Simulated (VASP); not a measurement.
# Hf3ZrS8 in VASP: a series of runs, part 3 of 3

VASP 6.6.1. The steps go on from the part before.

### 4 Relaxation of cell and atoms, PBE

This run uses another cell than the first one, of 25.71 Å³/atom.

The input, INCAR:

```
SYSTEM = Hf3ZrS8
PREC = Accurate
ENCUT = 600
EDIFF = 1E-6
ISMEAR = 0
SIGMA = 0.1
LREAL = .FALSE.
LASPH = .TRUE.
NELM = 60
ALGO = Normal
ISIF = 3
LWAVE = .FALSE.
LCHARG = .FALSE.
GGA = PE
IBRION = 2
NSW = 80
EDIFFG = -0.025
```

The input, KPOINTS:

```
Automatic mesh
0
G
  2 2 2
  0 0 0
```

The input, POSCAR:

```
Hf3ZrS8
1.0
   -6.2274117476     -0.0001913206      0.0792250495
    0.0865276496     -0.0525398029     -6.8909700155
   -0.0002192961     -7.1907095007     -0.0564685874
Zr Hf S
1 3 8
Direct
    0.4944798994      0.9948731188      0.0027630773
    0.9916643210      1.0020110564      0.2553196645
    0.5001781704      0.9982160965      0.5042403937
    0.9991732758      0.9797726548      0.7404299650
    0.3338436445      0.7923068193      0.2372450782
    0.8396782751      0.7940386870      0.5067108282
    0.3299945188      0.8082009681      0.7459005158
    0.8288443085      0.7848848571      0.0015191944
    0.1591917835      0.2127500630      0.0001018500
    0.6593357796      0.2148778753      0.2491349808
    0.1762919203      0.2137495624      0.5070361820
    0.6873241032      0.2043182414      0.7495982700
```

Potentials or basis: VASP PAW PBE potentials, release 64 (Zr_sv, Hf_pv, S).

Run with:

```bash
cat potpaw_PBE.64/Zr_sv/POTCAR potpaw_PBE.64/Hf_pv/POTCAR potpaw_PBE.64/S/POTCAR > POTCAR
mpirun -np 1 vasp_std > vasp.out
```

OUTCAR:

```text
SYSTEM = Hf3ZrS8
   PREC = Accurate
   ENCUT = 600
   EDIFF = 1E-6
   ISMEAR = 0
   LREAL = .FALSE.
   LASPH = .TRUE.
   NELM = 60
   ISIF = 3
   GGA = PE
   IBRION = 2
   NSW = 80
   EDIFFG = -0.025

 ion  position               nearest neighbor table
   1  0.494  0.995  0.003-   5 2.38   7 2.47  10 2.55   8 2.57  12 2.58   9 2.60   3 3.58   2 3.59
                             3 3.61   4 3.62   2 3.62   4 3.67
   2  0.992  0.002  0.255-   6 2.46   9 2.53  10 2.57   8 2.57  11 2.59   5 2.61   4 3.49   3 3.55
                             1 3.59   1 3.62   3 3.64   4 3.71
   3  0.500  0.998  0.504-   7 2.39  10 2.53  11 2.54  12 2.55   6 2.57   5 2.60   2 3.55   4 3.55
                             4 3.55   1 3.58   1 3.61   2 3.64
   4  0.999  0.980  0.740-   6 2.33   7 2.40   8 2.51  12 2.52  11 2.54   9 2.66   2 3.49   3 3.55
                             3 3.55   1 3.62   1 3.67   2 3.71
   5  0.334  0.792  0.237-   1 2.38   3 2.60   2 2.61
   6  0.840  0.794  0.507-   4 2.33   2 2.46   3 2.57
   7  0.330  0.808  0.746-   3 2.39   4 2.40   1 2.47
   8  0.829  0.785  0.002-   4 2.51   1 2.57   2 2.57
   9  0.159  0.213  0.000-   2 2.53   1 2.60   4 2.66
  10  0.659  0.215  0.249-   3 2.53   1 2.55   2 2.57
  11  0.176  0.214  0.507-   3 2.54   4 2.54   2 2.59
  12  0.687  0.204  0.750-   4 2.52   3 2.55   1 2.58

  LATTYP: Found a triclinic cell.
 ALAT       =     6.8917135184
 B/A-ratio  =     0.9036817424
 C/A-ratio  =     1.0434170261
 COS(alpha) =     0.0000386819
 COS(beta)  =     0.0154749049
 COS(gamma) =     0.0252736521

  Lattice vectors:

 A1 = (   0.0865276496,  -0.0525398029,  -6.8909700155)
 A2 = (   6.2274117476,   0.0001913206,  -0.0792250495)
 A3 = (  -0.0002192961,  -7.1907095007,  -0.0564685874)

Analysis of symmetry for initial positions (statically):
=====================================================================
 Subroutine PRICEL returns:
 Original cell was already a primitive cell.

 Routine SETGRP: Setting up the symmetry group for a
 triclinic supercell.

 Subroutine GETGRP returns: Found  1 space group operations
 (whereof  1 operations were pure point group operations)
 out of a pool of  2 trial point group operations.

[... 142 lines left out ...]
   GGA     = PE    functional components
   LHFCALC =     F    Hartree Fock is set to
   AEXX    =    0.0000 exact exchange contribution
   IVDW    =     0    specifies the selected vdW correction
   LEPSILON=     F    determine dielectric tensor
   LRPA    =     F    only Hartree local field effects (RPA)
 conjugate gradient relaxation of ions
 non-spin polarized calculation
 Gauss-broadening in eV      SIGMA  =   0.10
  energy-cutoff  :      600.00
  volume of cell :      308.51
 maximum number of plane-waves:     10318
 NGX is ok and might be reduce to    50
   NGX = 25   NGY = 27   NGZ = 29

--------------------------------------- Ionic step        1  -------------------------------------------

 number of electron      90.0000001 magnetization

 Free energy of the ion-electron system (eV)
  ---------------------------------------------------
  ext. energy  EPLUGINS =         0.00000000
  ---------------------------------------------------
  free energy    TOTEN  =       -89.29256345 eV

  energy without entropy =      -89.29256345  energy(sigma->0) =      -89.29256345

------------------------ aborting loop because EDIFF is reached ----------------------------------------

  FORCE on cell =-STRESS in cart. coord.  units (eV):
  Direction    XX          YY          ZZ          XY          YZ          ZX
  --------------------------------------------------------------------------------------
  -------------------------------------------------------------------------------------
  Total        7.9914591     11.6742203      6.0737343     -0.8547881     -3.0849321      2.5844296
  in kB       41.5023196     60.6281304     31.5429332     -4.4392007    -16.0210839     13.4218072
  external PRESSURE =      44.5577944 kB  Pullay stress =       0.0000000 kB
[... 119 lines left out ...]
  FREE ENERGIE OF THE ION-ELECTRON SYSTEM (eV)
  ---------------------------------------------------
  free  energy   TOTEN  =       -89.8946150835 eV

  energy  without entropy=      -89.8946150835  energy(sigma->0) =      -89.89461508

[... ionic steps 4 to 19 ...]

--------------------------------------- Ionic step       20  -------------------------------------------

 number of electron      89.9999996 magnetization

------------------------ aborting loop because EDIFF is reached ----------------------------------------
[... 87 lines left out ...]
--------------------------------------- Ionic step       22  -------------------------------------------

 number of electron      89.9999995 magnetization

 Free energy of the ion-electron system (eV)
  ---------------------------------------------------
  ext. energy  EPLUGINS =         0.00000000
  ---------------------------------------------------
  free energy    TOTEN  =       -90.08002305 eV

  energy without entropy =      -90.08002305  energy(sigma->0) =      -90.08002305

 E-fermi :   2.4580     XC(G=0):  -8.5630

 val. band max:        1.9510767406   @ k =   0.0000   0.0000   0.0000
 cond. band min:       3.1240962362   @ k =   0.5000   0.5000   0.0000
 fundamental gap:      1.1730194956
 Fermi energy:         2.4580155398

 k-point     1 :       0.0000    0.0000    0.0000
  band No.  band energies     occupation
      1     -47.0631      2.00000
      2     -28.7967      2.00000
      3     -28.7815      2.00000
      4     -28.7479      2.00000
      5     -28.7323      2.00000
      6     -28.7206      2.00000
[... 484 lines left out ...]
  FREE ENERGIE OF THE ION-ELECTRON SYSTEM (eV)
  ---------------------------------------------------
  free  energy   TOTEN  =       -90.0800230515 eV

  energy  without entropy=      -90.0800230515  energy(sigma->0) =      -90.08002305

 reached required accuracy - stopping structural energy minimisation
```

Wall time 29 min (1 thread of Intel Xeon 6975P-C (Granite Rapids), shared host); peak memory 0.53 GiB.

What came out:

```
Free energy                           : -90.0800 eV
Relaxed volume                        : 26.66 Å³/atom
Relaxed cell                          : a = 6.316 Å, b = 6.891 Å, c = 7.351 Å, α = 90.13°, β = 90.02°, γ = 90.90°
Space group after relaxing (to 0.1 Å) : P2/m (No. 10)
Energy gained by relaxing             : 65.6 meV/atom
Ionic steps                           : 22
Pressure after relaxing               : 0.0 GPa
Largest force after relaxing          : 0.018 eV/Å
Band gap on the k mesh                : 1.17 eV (least direct gap 1.22 eV)
```

Forces in eV/Å, atoms in the order of the input:
```
Zr   0.008 -0.002  0.006
Hf   0.004 -0.004  0.010
Hf  -0.003 -0.003 -0.003
Hf   0.010 -0.002 -0.014
S   -0.002  0.007 -0.009
S   -0.009 -0.012  0.009
S   -0.003  0.001  0.006
S   -0.002  0.013 -0.008
S   -0.009  0.001 -0.009
S   -0.003  0.007 -0.003
S    0.000 -0.008 -0.001
S    0.007  0.001  0.016
```

The path:
```tsv
step	energy change (eV)	largest force (eV/Å)	pressure (GPa)	volume (Å³)
1	0.0000	2.5555	4.46	308.51
2	-0.2060	1.3271	-5.26	341.41
3	-0.6021	0.6947	-1.49	325.59
4	-0.7264	0.5160	0.46	318.96
5	-0.7265	0.5095	0.41	319.10
6	-0.7640	0.2322	0.01	320.39
7	-0.7698	0.2072	-0.20	321.15
8	-0.7791	0.1268	0.12	319.97
9	-0.7791	0.1286	0.15	319.87
10	-0.7827	0.0777	-0.12	320.63
11	-0.7829	0.0810	-0.20	320.85
12	-0.7846	0.0709	0.11	319.76
13	-0.7847	0.0625	0.05	319.94
14	-0.7854	0.0426	0.00	320.10
15	-0.7856	0.0638	-0.03	320.24
16	-0.7863	0.0447	0.02	320.06
17	-0.7864	0.0443	0.06	319.94
18	-0.7867	0.0342	-0.09	320.41
19	-0.7867	0.0345	-0.07	320.32
20	-0.7870	0.0279	-0.03	320.13
21	-0.7872	0.0379	0.01	319.93
22	-0.7875	0.0175	0.01	319.90
```

Final structure:
```xyz
12
Lattice="-6.3158 0.0012 0.0494 0.0545 0.0086 -6.8907 0.0017 -7.3509 0.0082" Properties=species:S:1:pos:R:3 pbc="T T T"
Zr   -3.1596   -7.3495    0.0245
Hf   -0.0028   -1.8404   -0.0009
Hf   -3.1560   -3.6739    0.0283
Hf    0.0554   -5.4998   -6.8731
S    -2.0356   -1.8423   -5.4304
S    -5.1952   -3.6598   -5.4054
S    -2.0372   -5.4894   -5.4250
S    -5.2188    0.0070   -5.4047
S    -1.0355    0.0014   -1.4330
S    -4.2243   -1.8571   -1.4109
S    -1.0594   -3.6790   -1.4258
S    -4.2281   -5.4982   -1.4052
```

Levels at points of the mesh, in eV from the valence-band top:
| k point | band 43 | band 44 | band 45 | band 46 | band 47 | band 48 |
| --- | --- | --- | --- | --- | --- | --- |
| (0.00, 0.00, 0.00) | -0.49 | -0.04 | 0.00 | 1.28 | 1.88 | 1.95 |
| (0.50, 0.00, 0.00) | -0.91 | -0.39 | -0.38 | 1.26 | 1.30 | 1.58 |
| (0.00, 0.50, 0.00) | -1.06 | -0.06 | -0.01 | 1.20 | 1.87 | 1.94 |
| (0.50, 0.50, 0.00) | -0.91 | -0.59 | -0.57 | 1.17 | 1.20 | 1.53 |
| (0.00, 0.00, 0.50) | -1.06 | -0.27 | -0.27 | 2.08 | 2.30 | 2.33 |
| (0.50, 0.00, 0.50) | -0.70 | -0.69 | -0.67 | 1.83 | 1.94 | 2.09 |
| (0.00, 0.50, 0.50) | -1.07 | -0.55 | -0.53 | 2.14 | 2.21 | 2.30 |
| (0.50, 0.50, 0.50) | -0.76 | -0.76 | -0.72 | 1.78 | 1.91 | 2.04 |

Caveat: the k points lie up to 0.50 Å⁻¹ apart in the final cell; spin-orbit coupling is left out, which moves the levels of the heavy elements.

### 5 Single point, PBE

This run uses another cell than the first one, of 25.36 Å³/atom.

The input, INCAR:

```
SYSTEM = Hf3ZrS8
PREC = Accurate
ENCUT = 520
EDIFF = 1E-6
ISMEAR = 0
SIGMA = 0.1
LREAL = .False.
LASPH = .True.
NELM = 60
ALGO = Normal
ISIF = 2
LWAVE = .False.
LCHARG = .False.
GGA = PE
NBANDS = 57
```

The input, KPOINTS:

```
regular mesh
0
Gamma
  4 4 4
  0 0 0
```

The input, POSCAR:

```
Hf3ZrS8
1.0
    6.5660267644      0.0000000000      0.0006680625
    0.0000000000      7.3167336992      0.0000000000
    0.0006954798      0.0000000000      6.3347332706
Zr Hf S
1 3 8
Direct
    0.0000000000      0.0000000000      0.5000000000
    0.0000000000      0.7496635668      0.0000000000
    0.0000000000      0.5000000000      0.5000000000
    0.0000000000      0.2503364332      0.0000000000
    0.7790850165      0.7483010730      0.6678209386
    0.7795110266      0.5000000000      0.1669779483
    0.7790850165      0.2516989270      0.6678209386
    0.7791339811      0.0000000000      0.1642017328
    0.2208660189      0.0000000000      0.8357982672
    0.2209149835      0.7483010730      0.3321790614
    0.2204889734      0.5000000000      0.8330220517
    0.2209149835      0.2516989270      0.3321790614
```

Run with:

```bash
cat potpaw_PBE.64/Zr_sv/POTCAR potpaw_PBE.64/Hf_pv/POTCAR potpaw_PBE.64/S/POTCAR > POTCAR
mpirun -np 1 vasp_std > vasp.out
```

It took 8 min on 1 thread of Intel Xeon Platinum 8375C at 2.90GHz (Ice Lake), shared host; peak memory 0.62 GiB.

It converged, with:

```yaml
Free_energy: -90.2260 eV
Pressure: -0.4 GPa
Largest_force: 0.094 eV/Å
Band_gap_on_the_k_mesh: 1.17 eV (least direct gap 1.22 eV)
```

Forces in eV/Å, atoms in the order of the input:
```
Zr   0.000  0.000  0.000
Hf   0.000 -0.001  0.000
Hf   0.000  0.000  0.000
Hf   0.000  0.001  0.000
S    0.068 -0.033  0.017
S    0.094  0.000  0.003
S    0.068  0.033  0.017
S    0.066  0.000 -0.039
S   -0.066  0.000  0.039
S   -0.068 -0.033 -0.017
S   -0.094  0.000 -0.003
S   -0.068  0.033 -0.017
```

Levels at points of the mesh, in eV from the valence-band top:
| k point | band 42 | band 43 | band 44 | band 45 | band 46 | band 47 | band 48 | band 49 |
| --- | --- | --- | --- | --- | --- | --- | --- | --- |
| (0.00, 0.00, 0.00) | -1.06 | -0.34 | 0.00 | 0.00 | 1.30 | 1.94 | 1.96 | 2.34 |
| (0.50, 0.00, 0.00) | -1.01 | -0.99 | -0.03 | -0.03 | 1.18 | 1.93 | 1.95 | 2.39 |
| (0.00, 0.50, 0.00) | -1.05 | -1.05 | -0.22 | -0.21 | 2.10 | 2.34 | 2.34 | 2.39 |
| (0.50, 0.50, 0.00) | -1.07 | -1.07 | -0.60 | -0.58 | 2.18 | 2.23 | 2.33 | 2.43 |
| (0.00, 0.00, 0.50) | -0.89 | -0.87 | -0.38 | -0.37 | 1.28 | 1.32 | 1.60 | 1.75 |
| (0.50, 0.00, 0.50) | -0.89 | -0.86 | -0.64 | -0.61 | 1.17 | 1.20 | 1.53 | 1.69 |
| (0.00, 0.50, 0.50) | -0.71 | -0.71 | -0.70 | -0.67 | 1.86 | 1.97 | 2.11 | 2.11 |
| (0.50, 0.50, 0.50) | -0.77 | -0.77 | -0.77 | -0.72 | 1.80 | 1.93 | 2.06 | 2.06 |

Caveat: spin-orbit coupling is left out, which moves the levels of the heavy elements; this functional lacks dispersion, which binds the layers, so the pressure and a relaxed spacing across them are unreliable. A k mesh can miss the band edges.

### 6 Overview

```tsv
task	cell	k mesh	cutoff (eV)	gap on the mesh (eV)	pressure (GPa)	largest force (eV/Å)
single point	a = 6.330, b = 6.714, c = 7.363 Å, angles 89.6, 90.0, 91.1°, 12 atoms, atomic positions A	2 × 2 × 2	520	1.18	-0.3	0.05
single point	a = 6.338, b = 6.812, c = 7.322 Å, 12 atoms, atomic positions B	2 × 2 × 2	520	1.18	-0.2	0.06
relaxation of cell and atoms	relaxed from a = 6.228, b = 6.892, c = 7.191 Å, angles 89.1, 90.0, 91.4°, 12 atoms, atomic positions C	2 × 2 × 2	600	1.17	0.0	0.02
single point	a = 6.566, b = 7.317, c = 6.335 Å, 12 atoms, atomic positions D	4 × 4 × 4	520	1.17	-0.4	0.09
```

Alike in all rows: level PBE; potentials or basis VASP PAW PBE potentials, release 64 (Zr_sv, Hf_pv, S); no spin polarisation; smearing gaussian 0.1 eV.

Caveats: some runs use coarse meshes; spin-orbit coupling is left out, which moves the levels of the heavy elements; this functional lacks dispersion, which binds the layers, so the pressure and a relaxed spacing across them are unreliable (at least some runs).

Absolute energies hang on the potentials; compare differences alone.
